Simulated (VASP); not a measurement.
A run of VASP 6.6.1:

File INCAR:

```
SYSTEM = TaRu
PREC = Accurate ; ENCUT = 520
EDIFF = 1E-8 ; ISMEAR = -1
SIGMA = 0.05 ; LREAL = .FALSE.
LASPH = .TRUE. ; NELM = 100
ALGO = Normal ; ISIF = 2
LWAVE = .FALSE. ; LCHARG = .FALSE.
LEFG = .TRUE. ; NBANDS = 20
```

File KPOINTS:

```
regular mesh
0
G
  11 11 11
  0 0 0
```

Contents of POSCAR:

```
TaRu
1.0
    2.9509755062      0.0000000000      0.0000000000
    0.0000000000      2.9509755062      0.0000000000
    0.0000000000      0.0000000000      2.9509755062
Ta Ru
1 1
Direct
    0.5000000000      0.5000000000      0.5000000000
    0.0000000000      0.0000000000      0.0000000000
```

Potentials or basis: VASP PAW LDA potentials, release 64 (Ta_pv, Ru_pv).

Command:

```console
$ cat potpaw_LDA.64/Ta_pv/POTCAR potpaw_LDA.64/Ru_pv/POTCAR > POTCAR
$ mpirun -np 1 vasp_std > vasp.out
```

Hardware: 1 thread of AMD EPYC 9R45 (Zen 5) (shared host).

Problem. Estimate the wall time of this run.

Solution. It took 12 s on 1 thread of AMD EPYC 9R45 (Zen 5), on a shared host, peak memory 0.12 GiB. Counts: scf iterations 13, k points 56.
